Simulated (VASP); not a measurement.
# CuAu (P4/mmm) in VASP: a series of runs

CuAu is run at these levels: PBE; tasks: single point.

All numbers are computed with VASP 6.6.1; they aren't measurements. Logs are shortened: lines on timing, memory, paths and dates and some standing lists are left out, and cuts for length are marked.

### 1 The cell of the first run

The structure is tetragonal, space group P4/mmm (No. 123). Conventional cell: a = 2.660 Å, b = 2.660 Å, c = 3.853 Å, α = 90.00°, β = 90.00°, γ = 90.00°. Within 3.5 Å of Cu (site symmetry 4/mmm) lie 4 Cu at 2.66 Å and 8 Au at 2.69 Å. Au (site symmetry 4/mmm) has 4 Au at 2.66 Å and 8 Cu at 2.69 Å within 3.5 Å.

### 2 Single point, PBE (strain -0.050 along x and y, +0.050 along z)

Input file INCAR:

```
SYSTEM = CuAu
PREC = Accurate
ENCUT = 520
EDIFF = 1E-7
ISMEAR = 0
SIGMA = 0.15
LREAL = .False.
LASPH = .True.
NELM = 80
ALGO = Fast
ISIF = 2
LWAVE = .False.
LCHARG = .True.
GGA = PE
LELF = .True.
LVHAR = .True.
NBANDS = 18
```

Input file KPOINTS:

```
regular mesh
0
Gamma
  18 18 14
  0 0 0
```

Input file POSCAR:

```
CuAu
1.0
    2.6600000000      0.0000000000      0.0000000000
    0.0000000000      2.6600000000      0.0000000000
    0.0000000000      0.0000000000      3.8535000000
Cu Au
1 1
Direct
    0.5000000000      0.5000000000      0.5000000000
    0.0000000000      0.0000000000      0.0000000000
```

Potentials or basis: VASP PAW PBE potentials, release 64 (Cu, Au).

Command:

```sh
$ cat potpaw_PBE.64/Cu/POTCAR potpaw_PBE.64/Au/POTCAR > POTCAR
$ mpirun -np 1 vasp_std > vasp.out
```

OUTCAR:

```text
SYSTEM = CuAu
   PREC = Accurate
   ENCUT = 520
   EDIFF = 1E-7
   ISMEAR = 0
   LREAL = .False.
   LASPH = .True.
   NELM = 80
   ISIF = 2
   GGA = PE

 ion  position               nearest neighbor table
   1  0.500  0.500  0.500-   2 2.69   2 2.69   2 2.69   2 2.69   2 2.69   2 2.69   2 2.69   2 2.69

   2  0.000  0.000  0.000-   1 2.69   1 2.69   1 2.69   1 2.69   1 2.69   1 2.69   1 2.69   1 2.69

  LATTYP: Found a simple tetragonal cell.
 ALAT       =     2.6600000000
 C/A-ratio  =     1.4486842105

  Lattice vectors:

 A1 = (   2.6600000000,   0.0000000000,   0.0000000000)
 A2 = (   0.0000000000,   2.6600000000,   0.0000000000)
 A3 = (   0.0000000000,   0.0000000000,   3.8535000000)

Analysis of symmetry for initial positions (statically):
=====================================================================
 Subroutine PRICEL returns:
 Original cell was already a primitive cell.

 Routine SETGRP: Setting up the symmetry group for a
 simple tetragonal supercell.

 Subroutine GETGRP returns: Found 16 space group operations
 (whereof 16 operations were pure point group operations)
 out of a pool of 16 trial point group operations.

The static configuration has the point symmetry D_4h.

Analysis of symmetry for dynamics (positions and initial velocities):
=====================================================================
 Subroutine PRICEL returns:
 Original cell was already a primitive cell.

 Routine SETGRP: Setting up the symmetry group for a
 simple tetragonal supercell.

 Subroutine GETGRP returns: Found 16 space group operations
 (whereof 16 operations were pure point group operations)
 out of a pool of 16 trial point group operations.

The dynamic configuration has the point symmetry D_4h.

 Subroutine INISYM returns: Found 16 space group operations
 (whereof 16 operations are pure point group operations),
 and found     1 'primitive' translations

----------------------------------------------------------------------------------------

                                     Primitive cell

  volume of cell :      27.2658

  direct lattice vectors                    reciprocal lattice vectors
     2.660000000  0.000000000  0.000000000     0.375939850  0.000000000  0.000000000
     0.000000000  2.660000000  0.000000000     0.000000000  0.375939850  0.000000000
     0.000000000  0.000000000  3.853500000     0.000000000  0.000000000  0.259504347

  length of vectors
     2.660000000  2.660000000  3.853500000     0.375939850  0.375939850  0.259504347

  position of ions in fractional coordinates (direct lattice)
     0.500000000  0.500000000  0.500000000
     0.000000000  0.000000000  0.000000000

  ion indices of the primitive-cell ions
   primitive index   ion index
                 1           1
                 2           2

----------------------------------------------------------------------------------------

 KPOINTS: regular mesh

Automatic generation of k-mesh.
 Grid dimensions read from file:
 generate k-points for:   18   18   14

 Generating k-lattice:

  Cartesian coordinates                     Fractional coordinates (reciprocal lattice)
     0.020885547  0.000000000  0.000000000     0.055555556  0.000000000  0.000000000
     0.000000000  0.020885547  0.000000000     0.000000000  0.055555556  0.000000000
     0.000000000  0.000000000  0.018536025     0.000000000  0.000000000  0.071428571

  Length of vectors
     0.020885547  0.020885547  0.018536025

  Shift w.r.t. Gamma in fractional coordinates (k-lattice)
     0.000000000  0.000000000  0.000000000

 Subroutine IBZKPT returns following result:
 ===========================================

 Found    440 irreducible k-points:

 Following reciprocal coordinates:
            Coordinates               Weight
  0.000000  0.000000  0.000000      1.000000
  0.055556  0.000000  0.000000      4.000000
  0.111111  0.000000  0.000000      4.000000
  0.166667  0.000000  0.000000      4.000000
  0.222222  0.000000  0.000000      4.000000
  0.277778  0.000000  0.000000      4.000000
[... 16 lines left out ...]
  0.277778  0.111111  0.000000      8.000000
  0.333333  0.111111  0.000000      8.000000
 [... further k-points ...]
   k-points           NKPTS =    440   k-points in BZ     NKDIM =    440   number of bands    NBANDS=     18
   number of dos      NEDOS =    301   number of ions     NIONS =      2
   total plane-waves  NPLWV =  12000
   dimension x,y,z NGX =    20 NGY =   20 NGZ =   30
   dimension x,y,z NGXF=    40 NGYF=   40 NGZF=   60
   ions per type =               1   1
   NGX,Y,Z   is equivalent  to a cutoff of  12.50, 12.50, 12.94 a.u.
   NGXF,Y,Z  is equivalent  to a cutoff of  25.00, 25.00, 25.88 a.u.
 SYSTEM =  CuAu
   PREC   = accura    normal or accurate (medium, high low for compatibility)
   ISTART =      0    job   : 0-new  1-cont  2-samecut
   ICHARG =      2    charge: 1-file 2-atom 10-const
   ISPIN  =      1    spin polarized calculation?
   LNONCOLLINEAR =      F non collinear calculations
   LSORBIT =      F    spin-orbit coupling
   LASPH  =      T    aspherical Exc in radial PAW
   ENCUT  =  520.0 eV  38.22 Ry    6.18 a.u.   4.95  4.95  7.16*2*pi/ulx,y,z
   NELM   =     80;   NELMIN=  2; NELMDL= -5     # of ELM steps
   EDIFF  = 0.1E-06   stopping-criterion for ELM
   LREAL  =      F    real-space projection
   EDIFFG = 0.1E-05   stopping-criterion for IOM
   NSW    =      0    number of steps for IOM
   IBRION =     -1    ionic relax: 0-MD 1-quasi-New 2-CG
   NFREE  =      0    steps in history (QN), initial steepest desc. (CG)
   ISIF   =      2    stress and relaxation
   ISYM   =      2    0-nonsym 1-usesym 2-fastsym
   POTIM  = 0.5000    time-step for ionic-motion
   TEBEG  =    0.0;   TEEND  =   0.0 temperature during run
   PSTRESS=    0.0 pullay stress
   NELECT =      22.0000    total number of electrons
   NUPDOWN=      -1.0000    fix difference up-down
   EMIN   =  10.00;   EMAX   =-10.00  energy-range for DOS
   EFERMI =   0.00;   METHOD = LEGACY
   ISMEAR =     0;   SIGMA  =   0.15  broadening in eV -4-tet -1-fermi 0-gaus
   EFERMI_NEDOS =   21; number of points for ismear=-14 and -15
   IALGO  =     68    algorithm
   IMIX   =      4    mixing-type and parameters
     AMIX     =   0.40;   BMIX     =  1.00
     AMIX_MAG =   1.60;   BMIX_MAG =  1.00
  volume/ion in A,a.u.               =      13.63        92.00
  Fermi-wavevector in a.u.,A,eV,Ry     =   1.524086  2.880105 31.604137  2.322839
  Thomas-Fermi vector in A             =   2.632441
   LORBIT       =      0    0 simple, 1 ext, 2 COOP (PROOUT), +10 PAW based schemes
   GGA     = PE    functional components
   LHFCALC =     F    Hartree Fock is set to
   AEXX    =    0.0000 exact exchange contribution
   IVDW    =     0    specifies the selected vdW correction
   LEPSILON=     F    determine dielectric tensor
   LRPA    =     F    only Hartree local field effects (RPA)
 non-spin polarized calculation
 RMM-DIIS sequential band-by-band and
 Gauss-broadening in eV      SIGMA  =   0.15
  energy-cutoff  :      520.00
  volume of cell :       27.27
 maximum number of plane-waves:       752
 NGX is ok and might be reduce to    20
   NGX =  9   NGY =  9   NGZ = 15

 number of electron      22.0000014 magnetization

 Free energy of the ion-electron system (eV)
  ---------------------------------------------------
  ext. energy  EPLUGINS =         0.00000000
  ---------------------------------------------------
  free energy    TOTEN  =        -6.86925906 eV

  energy without entropy =       -6.86362834  energy(sigma->0) =       -6.86644370

 E-fermi :   9.7590     XC(G=0): -13.0499

 val. band max:        9.7496146072   @ k =   0.2778   0.2222   0.5000
 cond. band min:       9.7651420697   @ k =   0.3889   0.2778   0.3571
 fundamental gap:      0.0155274625
 Fermi energy:         9.7590476818

 k-point     1 :       0.0000    0.0000    0.0000
  band No.  band energies     occupation
      1      -0.6993      2.00000
      2       2.3281      2.00000
      3       2.5878      2.00000
      4       5.6305      2.00000
      5       5.6305      2.00000
      6       6.4631      2.00000
[... 10 lines left out ...]
     17      28.0102      0.00000
     18      28.6219      0.00000

 k-point     2 :       0.0556    0.0000    0.0000
  band No.  band energies     occupation
      1      -0.6157      2.00000
      2       2.3781      2.00000
      3       2.6379      2.00000
      4       5.5568      2.00000
      5       5.6492      2.00000
      6       6.4798      2.00000
[... 10 lines left out ...]
     17      27.9976      0.00000
     18      29.1795      0.00000

 k-point     3 :       0.1111    0.0000    0.0000
  band No.  band energies     occupation
      1      -0.3717      2.00000
      2       2.5016      2.00000
      3       2.8103      2.00000
      4       5.3413      2.00000
      5       5.7045      2.00000
      6       6.5242      2.00000
[... 10 lines left out ...]
     17      27.4876      0.00000
     18      30.4001      0.00000

 k-point     4 :       0.1667    0.0000    0.0000
  band No.  band energies     occupation
      1       0.0132      2.00000
      2       2.6568      2.00000
      3       3.1327      2.00000
      4       5.0107      2.00000
      5       5.7937      2.00000
      6       6.5778      2.00000
[... 10 lines left out ...]
     17      27.0810      0.00000
     18      29.9380      0.00000

 k-point     5 :       0.2222    0.0000    0.0000
  band No.  band energies     occupation
      1       0.5062      2.00000
      2       2.8384      2.00000
      3       3.5815      2.00000
      4       4.6194      2.00000
      5       5.9118      2.00000
      6       6.3890      2.00000
[... 10 lines left out ...]
     17      26.4301      0.00000
     18      29.6114      0.00000

 k-point     6 :       0.2778    0.0000    0.0000
  band No.  band energies     occupation
      1       1.0603      2.00000
      2       3.0523      2.00000
      3       4.0982      2.00000
      4       4.2292      2.00000
      5       6.0518      2.00000
      6       6.1170      2.00000
[... 10 lines left out ...]
     17      25.3479      0.00000
     18      29.2048      0.00000

 k-point     7 :       0.3333    0.0000    0.0000
  band No.  band energies     occupation
      1       1.6103      2.00000
      2       3.3047      2.00000
      3       3.8879      2.00000
      4       4.5906      2.00000
      5       5.8678      2.00000
      6       6.2029      2.00000
[... 10 lines left out ...]
     17      25.4964      0.00000
     18      28.5581      0.00000

 k-point     8 :       0.3889    0.0000    0.0000
  band No.  band energies     occupation
      1       2.0717      2.00000
      2       3.5991      2.00000
      3       3.6265      2.00000
      4       4.9386      2.00000
      5       5.6701      2.00000
      6       6.3485      2.00000
[... 10 lines left out ...]
     17      26.7066      0.00000
     18      27.7982      0.00000
[... 229 lines left out ...]
     17      26.4631      0.00000
     18      27.8980      0.00000

 k-point    20 :       0.1111    0.1111    0.0000
  band No.  band energies     occupation
      1      -0.0426      2.00000
      2       2.7442      2.00000
      3       2.9529      2.00000
      4       5.3189      2.00000
      5       5.4515      2.00000
      6       6.6010      2.00000
[... 10 lines left out ...]
     17      28.8882      0.00000
     18      29.3583      0.00000

 k-point    21 :       0.1667    0.1111    0.0000
  band No.  band energies     occupation
      1       0.3427      2.00000
      2       2.9385      2.00000
      3       3.2211      2.00000
      4       5.0190      2.00000
      5       5.4377      2.00000
      6       6.3725      2.00000
[... 10 lines left out ...]
     17      27.8221      0.00000
     18      29.2959      0.00000

 k-point    22 :       0.2222    0.1111    0.0000
  band No.  band energies     occupation
      1       0.8346      2.00000
      2       3.1162      2.00000
      3       3.6428      2.00000
      4       4.6191      2.00000
      5       5.4684      2.00000
      6       6.1028      2.00000
[... 10 lines left out ...]
     17      26.6786      0.00000
     18      29.3731      0.00000

 k-point    23 :       0.2778    0.1111    0.0000
  band No.  band energies     occupation
      1       1.3879      2.00000
      2       3.3092      2.00000
      3       4.0985      2.00000
      4       4.2238      2.00000
      5       5.4917      2.00000
      6       5.8790      2.00000
[... 10 lines left out ...]
     17      25.4455      0.00000
     18      30.0342      0.00000

 k-point    24 :       0.3333    0.1111    0.0000
  band No.  band energies     occupation
      1       1.9469      2.00000
      2       3.5199      2.00000
      3       3.8811      2.00000
      4       4.4101      2.00000
      5       5.4994      2.00000
      6       5.8076      2.00000
[... 10 lines left out ...]
     17      24.2085      0.00000
     18      28.9224      0.00000

 [... further k-points ...]

------------------------ aborting loop because EDIFF is reached ----------------------------------------

  FORCE on cell =-STRESS in cart. coord.  units (eV):
  Direction    XX          YY          ZZ          XY          YZ          ZX
  --------------------------------------------------------------------------------------
  -------------------------------------------------------------------------------------
  Total        3.8396958      3.8396958      2.0691696      0.0000000      0.0000000      0.0000000
  in kB      225.6258020    225.6258020    121.5872519      0.0000000      0.0000000      0.0000000
  external PRESSURE =     190.9462853 kB  Pullay stress =       0.0000000 kB

 VOLUME and BASIS-vectors are now :
 -----------------------------------------------------------------------------
  energy-cutoff  :      520.00
  volume of cell :       27.27
      direct lattice vectors                 reciprocal lattice vectors
     2.660000000  0.000000000  0.000000000     0.375939850  0.000000000  0.000000000
     0.000000000  2.660000000  0.000000000     0.000000000  0.375939850  0.000000000
     0.000000000  0.000000000  3.853500000     0.000000000  0.000000000  0.259504347

 POSITION                                       TOTAL-FORCE (eV/Angst)
 -----------------------------------------------------------------------------------
      1.33000      1.33000      1.92675         0.000000      0.000000      0.000000
      0.00000      0.00000      0.00000         0.000000      0.000000      0.000000
 -----------------------------------------------------------------------------------
    total drift:                               -0.000000      0.000000      0.000000

  FREE ENERGIE OF THE ION-ELECTRON SYSTEM (eV)
  ---------------------------------------------------
  free  energy   TOTEN  =        -6.8692590614 eV

  energy  without entropy=       -6.8636283401  energy(sigma->0) =       -6.86644370
```

It took 90 s on 1 thread of Intel Xeon 6975P-C (Granite Rapids), shared host; peak memory 0.32 GiB.

Results:

```yaml
Free_energy: -6.8693 eV
Pressure: 19.1 GPa
Band_gap_on_the_k_mesh: zero (band 11 reaches 15.54 eV, above the bottom of band 12 at 7.79 eV)
```

Levels at points of the mesh, in eV from the Fermi level:
```csv
k point,band 8,band 9,band 10,band 11,band 12,band 13,band 14,band 15
"(0.00, 0.00, 0.00)",-2.53,-1.75,-1.54,-1.54,0.64,6.78,11.64,11.64
"(0.50, 0.00, 0.00)",-3.23,-2.50,-2.25,-0.62,0.59,8.52,8.85,10.42
"(0.50, 0.50, 0.00)",-1.59,-1.57,-1.14,1.15,1.15,6.69,8.05,9.56
"(0.00, 0.00, 0.50)",-2.77,-2.52,-2.38,-2.38,-1.97,14.51,15.41,15.78
"(0.50, 0.00, 0.50)",-1.74,-1.71,-1.69,-1.33,-1.32,3.28,4.49,16.10
"(0.50, 0.50, 0.50)",-2.36,-1.57,-1.14,5.78,5.78,6.20,6.98,6.98
```

Caveat: the cell differs from its parent crystal (strain -0.050 along x and y, +0.050 along z); spin-orbit coupling is left out, which moves the levels of the heavy elements.

### 3 Single point, PBE (strain +0.000 along x and y, -0.050 along z)

Input file INCAR:

```
ALGO = Fast ; EDIFF = 1E-6
ENCUT = 520 ; GGA = PE
ISIF = 2 ; ISMEAR = 0
LASPH = T ; LCHARG = T
LELF = T ; LREAL = F
LVHAR = T ; LWAVE = F
NBANDS = 18 ; NELM = 80
PREC = Accurate ; SIGMA = 0.15
```

Input file KPOINTS:

```
k-points
0
Gamma
  18 18 14
```

Input file POSCAR:

```
CuAu
1.0
    2.8000000000      0.0000000000      0.0000000000
    0.0000000000      2.8000000000      0.0000000000
    0.0000000000      0.0000000000      3.4865000000
Cu Au
1 1
Direct
    0.5000000000      0.5000000000      0.5000000000
    0.0000000000      0.0000000000      0.0000000000
```

Potentials or basis: VASP PAW PBE potentials, release 64 (Cu, Au).

Command:

```sh
$ cat potpaw_PBE.64/Cu/POTCAR potpaw_PBE.64/Au/POTCAR > POTCAR
$ mpirun -np 1 vasp_std > vasp.out
```

It took 77 s on 1 thread of Intel Xeon 6975P-C (Granite Rapids), shared host; peak memory 0.34 GiB.

The run converged. Its results:

* Free energy: -6.9397 eV
* Pressure: 17.0 GPa
* Band gap on the k mesh: zero (band 11 reaches 15.08 eV, above the bottom of band 12 at 7.49 eV)

Stress tensor (GPa, compression positive):
```
16.99  0.00  0.00
 0.00 16.99  0.00
 0.00  0.00 17.12
```

Levels at points of the mesh, in eV from the Fermi level:
| k point | band 7 | band 8 | band 9 | band 10 | band 11 | band 12 | band 13 | band 14 | band 15 | band 16 |
| --- | --- | --- | --- | --- | --- | --- | --- | --- | --- | --- |
| (0.00, 0.00, 0.00) | -2.97 | -2.24 | -1.81 | -1.57 | -1.57 | 2.79 | 9.59 | 9.59 | 9.59 | 16.83 |
| (0.50, 0.00, 0.00) | -3.28 | -3.26 | -2.69 | -2.46 | -1.11 | -0.35 | 10.29 | 10.42 | 12.34 | 12.73 |
| (0.50, 0.50, 0.00) | -1.87 | -1.86 | -1.41 | -1.41 | 0.18 | 0.18 | 5.05 | 7.04 | 10.70 | 12.23 |
| (0.00, 0.00, 0.50) | -3.50 | -3.01 | -2.62 | -2.62 | -2.45 | -2.24 | 14.19 | 14.72 | 14.72 | 15.39 |
| (0.50, 0.00, 0.50) | -2.06 | -1.95 | -1.65 | -1.58 | -1.30 | -1.29 | 2.89 | 4.92 | 15.67 | 16.04 |
| (0.50, 0.50, 0.50) | -3.23 | -2.32 | -1.87 | -1.85 | 5.35 | 5.64 | 5.64 | 6.28 | 6.81 | 7.48 |

Caveat: the cell differs from its parent crystal (strain +0.000 along x and y, -0.050 along z); spin-orbit coupling is left out, which moves the levels of the heavy elements.

(Part 1 of 2 ends here.)
